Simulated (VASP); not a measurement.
# SiC in VASP: a series of runs

SiC is run at these levels: PBE; tasks: single point.

All numbers are computed with VASP 6.6.1; they aren't measurements. Logs are shortened: lines on timing, memory, paths and dates and some standing lists are left out, and cuts for length are marked.

## Step 1: The cell of the first run

Symmetry: F-43m, No. 216, cubic system. The conventional cell has a = 4.000 Å, b = 4.000 Å, c = 4.000 Å, α = 90.00°, β = 90.00°, γ = 90.00°. Si (site symmetry -43m) has 4 C at 1.73 Å within 2.3 Å. C (site symmetry -43m) has 4 Si at 1.73 Å within 2.3 Å.

## Step 2: Single point, PBE (strain -0.080 along x and y, -0.080 along z)

Input file INCAR:

```
  ALGO = Normal
  EDIFF = 1E-6
  ENCUT = 520
  GGA = PE
  ISIF = 2
  ISMEAR = 0
  LASPH = True
  LCHARG = False
  LREAL = False
  LWAVE = False
  NBANDS = 11
  NELM = 60
  PREC = Accurate
  SIGMA = 0.05
```

Input file KPOINTS:

```
k-points
0
Gamma
  12 12 12
```

Input file POSCAR:

```
SiC
1.0
    0.0000000000      2.0000800000      2.0000800000
    2.0000800000      0.0000000000      2.0000800000
    2.0000800000      2.0000800000      0.0000000000
Si C
1 1
Direct
    0.0000000000      0.0000000000      0.0000000000
    0.7500000000      0.7500000000      0.7500000000
```

Potentials or basis: VASP PAW PBE potentials, release 64 (Si, C).

Run with:

```
$ cat potpaw_PBE.64/Si/POTCAR potpaw_PBE.64/C/POTCAR > POTCAR
$ mpirun -np 1 vasp_std > vasp.out
```

OUTCAR:

```text
EDIFF = 1E-6
   ENCUT = 520
   GGA = PE
   ISIF = 2
   ISMEAR = 0
   LASPH = True
   LREAL = False
   NELM = 60
   PREC = Accurate

 ion  position               nearest neighbor table
   1  0.000  0.000  0.000-   2 1.73   2 1.73   2 1.73   2 1.73
   2  0.750  0.750  0.750-   1 1.73   1 1.73   1 1.73   1 1.73

  LATTYP: Found a face centered cubic cell.
 ALAT       =     4.0001600000

  Lattice vectors:

 A1 = (   0.0000000000,   2.0000800000,   2.0000800000)
 A2 = (   2.0000800000,   0.0000000000,   2.0000800000)
 A3 = (   2.0000800000,   2.0000800000,   0.0000000000)

Analysis of symmetry for initial positions (statically):
=====================================================================
 Subroutine PRICEL returns:
 Original cell was already a primitive cell.

 Routine SETGRP: Setting up the symmetry group for a
 face centered cubic supercell.

 Subroutine GETGRP returns: Found 24 space group operations
 (whereof 24 operations were pure point group operations)
 out of a pool of 48 trial point group operations.

The static configuration has the point symmetry T_d .

Analysis of symmetry for dynamics (positions and initial velocities):
=====================================================================
 Subroutine PRICEL returns:
 Original cell was already a primitive cell.

 Routine SETGRP: Setting up the symmetry group for a
 face centered cubic supercell.

 Subroutine GETGRP returns: Found 24 space group operations
 (whereof 24 operations were pure point group operations)
 out of a pool of 48 trial point group operations.

The dynamic configuration has the point symmetry T_d .

 Subroutine INISYM returns: Found 24 space group operations
 (whereof 24 operations are pure point group operations),
 and found     1 'primitive' translations

----------------------------------------------------------------------------------------

                                     Primitive cell

  volume of cell :      16.0019

  direct lattice vectors                    reciprocal lattice vectors
     0.000000000  2.000080000  2.000080000    -0.249990000  0.249990000  0.249990000
     2.000080000  0.000000000  2.000080000     0.249990000 -0.249990000  0.249990000
     2.000080000  2.000080000  0.000000000     0.249990000  0.249990000 -0.249990000

  length of vectors
     2.828540262  2.828540262  2.828540262     0.432995382  0.432995382  0.432995382

  position of ions in fractional coordinates (direct lattice)
     0.000000000  0.000000000  0.000000000
     0.750000000  0.750000000  0.750000000

  ion indices of the primitive-cell ions
[... 79 lines left out ...]
   IBRION =     -1    ionic relax: 0-MD 1-quasi-New 2-CG
   NFREE  =      0    steps in history (QN), initial steepest desc. (CG)
   ISIF   =      2    stress and relaxation
   ISYM   =      2    0-nonsym 1-usesym 2-fastsym
   POTIM  = 0.5000    time-step for ionic-motion
   TEBEG  =    0.0;   TEEND  =   0.0 temperature during run
   PSTRESS=    0.0 pullay stress
   NELECT =       8.0000    total number of electrons
   NUPDOWN=      -1.0000    fix difference up-down
   EMIN   =  10.00;   EMAX   =-10.00  energy-range for DOS
   EFERMI =   0.00;   METHOD = LEGACY
   ISMEAR =     0;   SIGMA  =   0.05  broadening in eV -4-tet -1-fermi 0-gaus
   EFERMI_NEDOS =   21; number of points for ismear=-14 and -15
   IALGO  =     38    algorithm
   IMIX   =      4    mixing-type and parameters
     AMIX     =   0.40;   BMIX     =  1.00
     AMIX_MAG =   1.60;   BMIX_MAG =  1.00
  volume/ion in A,a.u.               =       8.00        53.99
  Fermi-wavevector in a.u.,A,eV,Ry     =   1.299314  2.455347 22.969586  1.688217
  Thomas-Fermi vector in A             =   2.430586
   LORBIT       =      0    0 simple, 1 ext, 2 COOP (PROOUT), +10 PAW based schemes
   GGA     = PE    functional components
   LHFCALC =     F    Hartree Fock is set to
   AEXX    =    0.0000 exact exchange contribution
   IVDW    =     0    specifies the selected vdW correction
   LEPSILON=     F    determine dielectric tensor
   LRPA    =     F    only Hartree local field effects (RPA)
 non-spin polarized calculation
 Gauss-broadening in eV      SIGMA  =   0.05
  energy-cutoff  :      520.00
  volume of cell :       16.00
 maximum number of plane-waves:       444
 NGX is ok and might be reduce to    24
   NGX = 11   NGY = 11   NGZ = 11

 number of electron       8.0000000 magnetization

 Free energy of the ion-electron system (eV)
  ---------------------------------------------------
  ext. energy  EPLUGINS =         0.00000000
  ---------------------------------------------------
  free energy    TOTEN  =       -13.84359036 eV

  energy without entropy =      -13.84359036  energy(sigma->0) =      -13.84359036

 E-fermi :  11.5836     XC(G=0): -12.5159

 val. band max:       11.2577803489   @ k =   0.0000   0.0000   0.0000
 cond. band min:      12.3329423415   @ k =   0.5000   0.5000   0.0000
 fundamental gap:      1.0751619926
 Fermi energy:        11.5836326037

 k-point     1 :       0.0000    0.0000    0.0000
  band No.  band energies     occupation
      1      -6.3006      2.00000
      2      11.2578      2.00000
      3      11.2578      2.00000
      4      11.2578      2.00000
      5      20.5925      0.00000
      6      20.6121      0.00000
      7      20.6121      0.00000
      8      20.6121      0.00000
      9      27.4038      0.00000
     10      27.4038      0.00000
     11      30.7809      0.00000
[... 309 lines left out ...]
 k-point    24 :      -0.4167    0.1667    0.0000
  band No.  band energies     occupation
      1      -1.3079      2.00000
      2       1.8932      2.00000
      3       7.8697      2.00000
      4       9.6198      2.00000
      5      17.1714      0.00000
      6      21.2151      0.00000
      7      21.2171      0.00000
      8      25.1168      0.00000
      9      28.7205      0.00000
     10      29.1336      0.00000
     11      32.7403      0.00000

 [... further k-points ...]
[... 5 lines left out ...]
  --------------------------------------------------------------------------------------
  -------------------------------------------------------------------------------------
  Total        9.6765746      9.6765746      9.6765746     -0.0000000      0.0000000      0.0000000
  in kB      968.8580084    968.8580084    968.8580084     -0.0000000      0.0000000      0.0000000
  external PRESSURE =     968.8580084 kB  Pullay stress =       0.0000000 kB

 VOLUME and BASIS-vectors are now :
 -----------------------------------------------------------------------------
  energy-cutoff  :      520.00
  volume of cell :       16.00
      direct lattice vectors                 reciprocal lattice vectors
     0.000000000  2.000080000  2.000080000    -0.249990000  0.249990000  0.249990000
     2.000080000  0.000000000  2.000080000     0.249990000 -0.249990000  0.249990000
     2.000080000  2.000080000  0.000000000     0.249990000  0.249990000 -0.249990000

 POSITION                                       TOTAL-FORCE (eV/Angst)
 -----------------------------------------------------------------------------------
      0.00000      0.00000      0.00000        -0.000000     -0.000000      0.000000
      3.00012      3.00012      3.00012         0.000000      0.000000     -0.000000
 -----------------------------------------------------------------------------------
    total drift:                                0.000000      0.000000      0.000000

  FREE ENERGIE OF THE ION-ELECTRON SYSTEM (eV)
  ---------------------------------------------------
  free  energy   TOTEN  =       -13.8435903644 eV

  energy  without entropy=      -13.8435903644  energy(sigma->0) =      -13.84359036
```

Run time: 6 s. Hardware: 1 thread of Intel Xeon Platinum 8375C at 2.90GHz (Ice Lake), shared host; peak memory 0.14 GiB.

Results:

| Property | Result |
| --- | --- |
| Free energy | -13.8436 eV |
| Pressure | 96.9 GPa |
| Band gap on the k mesh | 1.08 eV (least direct gap 4.74 eV) |

Caveat: the cell differs from its parent crystal (strain -0.080 along x and y, -0.080 along z); the cell stands under pressure.

## Step 3: Single point, PBE (strain +0.080 along x and y, +0.080 along z)

Input file INCAR:

```
SYSTEM = SiC
PREC = Accurate ; ENCUT = 520
EDIFF = 1E-6 ; ISMEAR = 0
SIGMA = 0.05 ; LREAL = .False.
LASPH = .True. ; NELM = 60
ALGO = Normal ; ISIF = 2
LWAVE = .False. ; LCHARG = .False.
GGA = PE ; NBANDS = 11
```

Input file KPOINTS:

```
Automatic mesh
0
Gamma
  12 12 12
  0 0 0
```

Input file POSCAR:

```
SiC
1.0
    0.0000000000      2.3479200000      2.3479200000
    2.3479200000      0.0000000000      2.3479200000
    2.3479200000      2.3479200000      0.0000000000
Si C
1 1
Direct
    0.0000000000      0.0000000000      0.0000000000
    0.7500000000      0.7500000000      0.7500000000
```

Potentials or basis: VASP PAW PBE potentials, release 64 (Si, C).

Run with:

```
$ cat potpaw_PBE.64/Si/POTCAR potpaw_PBE.64/C/POTCAR > POTCAR
$ mpirun -np 1 vasp_std > vasp.out
```

OUTCAR:

```text
SYSTEM = SiC
   PREC = Accurate
   ENCUT = 520
   EDIFF = 1E-6
   ISMEAR = 0
   LREAL = .False.
   LASPH = .True.
   NELM = 60
   ISIF = 2
   GGA = PE

 ion  position               nearest neighbor table
   1  0.000  0.000  0.000-   2 2.03   2 2.03   2 2.03   2 2.03
   2  0.750  0.750  0.750-   1 2.03   1 2.03   1 2.03   1 2.03

  LATTYP: Found a face centered cubic cell.
 ALAT       =     4.6958400000

  Lattice vectors:

 A1 = (   0.0000000000,   2.3479200000,   2.3479200000)
 A2 = (   2.3479200000,   0.0000000000,   2.3479200000)
 A3 = (   2.3479200000,   2.3479200000,   0.0000000000)

Analysis of symmetry for initial positions (statically):
=====================================================================
 Subroutine PRICEL returns:
 Original cell was already a primitive cell.

 Routine SETGRP: Setting up the symmetry group for a
 face centered cubic supercell.

 Subroutine GETGRP returns: Found 24 space group operations
 (whereof 24 operations were pure point group operations)
 out of a pool of 48 trial point group operations.

The static configuration has the point symmetry T_d .

Analysis of symmetry for dynamics (positions and initial velocities):
=====================================================================
 Subroutine PRICEL returns:
 Original cell was already a primitive cell.

 Routine SETGRP: Setting up the symmetry group for a
 face centered cubic supercell.

 Subroutine GETGRP returns: Found 24 space group operations
 (whereof 24 operations were pure point group operations)
 out of a pool of 48 trial point group operations.

The dynamic configuration has the point symmetry T_d .

 Subroutine INISYM returns: Found 24 space group operations
 (whereof 24 operations are pure point group operations),
 and found     1 'primitive' translations

----------------------------------------------------------------------------------------

                                     Primitive cell

  volume of cell :      25.8869

[... 112 lines left out ...]
   LORBIT       =      0    0 simple, 1 ext, 2 COOP (PROOUT), +10 PAW based schemes
   GGA     = PE    functional components
   LHFCALC =     F    Hartree Fock is set to
   AEXX    =    0.0000 exact exchange contribution
   IVDW    =     0    specifies the selected vdW correction
   LEPSILON=     F    determine dielectric tensor
   LRPA    =     F    only Hartree local field effects (RPA)
 non-spin polarized calculation
 Gauss-broadening in eV      SIGMA  =   0.05
  energy-cutoff  :      520.00
  volume of cell :       25.89
 maximum number of plane-waves:       725
 NGX is ok and might be reduce to    28
   NGX = 13   NGY = 13   NGZ = 13

 number of electron       8.0000000 magnetization

 Free energy of the ion-electron system (eV)
  ---------------------------------------------------
  ext. energy  EPLUGINS =         0.00000000
  ---------------------------------------------------
  free energy    TOTEN  =       -14.53173586 eV

  energy without entropy =      -14.53173586  energy(sigma->0) =      -14.53173586

 E-fermi :   6.0291     XC(G=0): -10.4026

 val. band max:        5.7810421043   @ k =   0.0000   0.0000   0.0000
 cond. band min:       7.3059729210   @ k =   0.5000   0.5000   0.0000
 fundamental gap:      1.5249308168
 Fermi energy:         6.0291175609

 k-point     1 :       0.0000    0.0000    0.0000
  band No.  band energies     occupation
      1      -7.9743      2.00000
      2       5.7810      2.00000
      3       5.7810      2.00000
      4       5.7810      2.00000
      5       9.4535      0.00000
      6      11.6986      0.00000
      7      11.6986      0.00000
      8      11.6986      0.00000
      9      19.0700      0.00000
     10      19.0700      0.00000
     11      19.1252      0.00000
[... 309 lines left out ...]
 k-point    24 :      -0.4167    0.1667    0.0000
  band No.  band energies     occupation
      1      -4.8885      2.00000
      2      -1.2631      2.00000
      3       2.9885      2.00000
      4       4.4215      2.00000
      5      10.0494      0.00000
      6      12.0026      0.00000
      7      13.1903      0.00000
      8      15.0042      0.00000
      9      18.5019      0.00000
     10      19.4294      0.00000
     11      21.5752      0.00000

 [... further k-points ...]
[... 5 lines left out ...]
  --------------------------------------------------------------------------------------
  -------------------------------------------------------------------------------------
  Total       -4.7008328     -4.7008328     -4.7008328     -0.0000000     -0.0000000      0.0000000
  in kB     -290.9413847   -290.9413847   -290.9413847     -0.0000000     -0.0000000      0.0000000
  external PRESSURE =    -290.9413847 kB  Pullay stress =       0.0000000 kB

 VOLUME and BASIS-vectors are now :
 -----------------------------------------------------------------------------
  energy-cutoff  :      520.00
  volume of cell :       25.89
      direct lattice vectors                 reciprocal lattice vectors
     0.000000000  2.347920000  2.347920000    -0.212954445  0.212954445  0.212954445
     2.347920000  0.000000000  2.347920000     0.212954445 -0.212954445  0.212954445
     2.347920000  2.347920000  0.000000000     0.212954445  0.212954445 -0.212954445

 POSITION                                       TOTAL-FORCE (eV/Angst)
 -----------------------------------------------------------------------------------
      0.00000      0.00000      0.00000         0.000000      0.000000      0.000000
      3.52188      3.52188      3.52188        -0.000000     -0.000000     -0.000000
 -----------------------------------------------------------------------------------
    total drift:                               -0.000000     -0.000000     -0.000000

  FREE ENERGIE OF THE ION-ELECTRON SYSTEM (eV)
  ---------------------------------------------------
  free  energy   TOTEN  =       -14.5317358625 eV

  energy  without entropy=      -14.5317358625  energy(sigma->0) =      -14.53173586
```

Run time: 14 s. Hardware: 1 thread of Intel Xeon Platinum 8375C at 2.90GHz (Ice Lake), shared host; peak memory 0.16 GiB.

Results:

```
Free energy            : -14.5317 eV
Pressure               : -29.1 GPa
Band gap on the k mesh : 1.52 eV (least direct gap 3.67 eV)
```

Caveat: the cell differs from its parent crystal (strain +0.080 along x and y, +0.080 along z); the cell stands under tension.

## Step 4: Single point, PBE (strain -0.080 along x and y, -0.040 along z)

Input file INCAR:

```
SYSTEM = SiC
  ALGO = Normal
  EDIFF = 1E-6
  ENCUT = 520
  GGA = PE
  ISIF = 2
  ISMEAR = 0
  LASPH = .TRUE.
  LCHARG = .TRUE.
  LELF = .TRUE.
  LREAL = .FALSE.
  LVHAR = .TRUE.
  LWAVE = .FALSE.
  NBANDS = 11
  NELM = 60
  PREC = Accurate
  SIGMA = 0.05
```

Input file KPOINTS:

```
k-points
0
G
  12 12 12
  0 0 0
```

Input file POSCAR:

```
SiC
1.0
    0.0000000000      2.0000800000      2.0870400000
    2.0000800000      0.0000000000      2.0870400000
    2.0000800000      2.0000800000      0.0000000000
Si C
1 1
Direct
    0.0000000000      0.0000000000      0.0000000000
    0.7500000000      0.7500000000      0.7500000000
```

Run with:

```
$ cat potpaw_PBE.64/Si/POTCAR potpaw_PBE.64/C/POTCAR > POTCAR
$ mpirun -np 1 vasp_std > vasp.out
```

Wall time 14 s (1 thread of Intel Xeon Platinum 8375C at 2.90GHz (Ice Lake), shared host); peak memory 0.15 GiB.

Results (log left out):

```yaml
Free_energy: -14.2001 eV
Pressure: 75.2 GPa
Band_gap_on_the_k_mesh: 0.86 eV (least direct gap 4.66 eV)
```

Stress tensor (GPa, compression positive):
```
79.13  0.00  0.00
 0.00 79.13  0.00
 0.00  0.00 67.38
```

Levels at points of the mesh, in eV from the valence-band top:
| k point | band 1 | band 2 | band 3 | band 4 | band 5 | band 6 | band 7 | band 8 |
| --- | --- | --- | --- | --- | --- | --- | --- | --- |
| (0.00, 0.00, 0.00) | -17.32 | -0.34 | -0.02 | -0.02 | 8.67 | 8.83 | 8.83 | 8.89 |
| (0.50, 0.00, 0.00) | -12.87 | -9.93 | -1.53 | -0.89 | 6.84 | 8.13 | 8.44 | 11.19 |
| (0.50, 0.50, 0.00) | -11.49 | -9.09 | -3.35 | -3.35 | 1.31 | 5.55 | 16.72 | 16.72 |
| (0.50, 0.00, 0.50) | -11.05 | -8.48 | -3.92 | -3.86 | 0.86 | 4.76 | 15.54 | 17.32 |

Caveat: the cell differs from its parent crystal (strain -0.080 along x and y, -0.040 along z); the cell stands under pressure.

## Step 5: Overview

```csv
cell,gap on the mesh (eV),pressure (GPa)
"a = 2.829 Å, angles 60.0°, 2 atoms",1.08,96.9
"a = 3.320 Å, angles 60.0°, 2 atoms",1.52,-29.1
"a = 2.891, b = 2.891, c = 2.829 Å, angles 60.7, 60.7, 58.6°, 2 atoms",0.86,75.2
```

Alike in all rows: task single point; level PBE; potentials or basis VASP PAW PBE potentials, release 64 (Si, C); no spin polarisation; k mesh 12 × 12 × 12; cutoff (eV) 520; smearing gaussian 0.05 eV.

Caveats: the cell stands under pressure (at least some runs); the cell stands under tension (at least some runs).

Total energies depend on the potentials used, so only differences within one code and one set of settings carry meaning.
